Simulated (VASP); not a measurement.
Rh, 2 atoms in the cell. It takes space group Fd-3m (No. 227, cubic). The conventional cell has a = 5.517 Å, b = 5.517 Å, c = 5.517 Å, α = 90.00°, β = 90.00°, γ = 90.00°. Rh (site symmetry -43m) has 4 Rh at 2.39 Å within 3.2 Å. 

- Program: VASP 6.6.1
- Task: single point
- Functional: PBE
- Potentials or basis: VASP PAW PBE potentials, release 64 (Rh_pv)
- Cutoff: 520 eV
- k mesh: 16 × 16 × 16
- Occupations: fermi-dirac, width 0.1 eV
- Spin: no spin polarisation
- Dipole correction: no
- Further INCAR settings: ALGO = Normal; EDIFF = 1e-06; NBANDS = 22

Potentials or basis: VASP PAW PBE potentials, release 64 (Rh_pv).

The run is started by

```bash
$ cat potpaw_PBE.64/Rh_pv/POTCAR > POTCAR
$ mpirun -np 1 vasp_std > vasp.out
```

Hardware: 1 thread of Intel(R) Xeon(R) Platinum 8488C (Sapphire Rapids), on a shared host.

**Question.** How long does it take, and how much memory?

**Answer.** Run time: 80 s on 1 thread of Intel(R) Xeon(R) Platinum 8488C (Sapphire Rapids) (shared host), peak memory 0.24 GiB. Counts: scf iterations 11, k points 145.
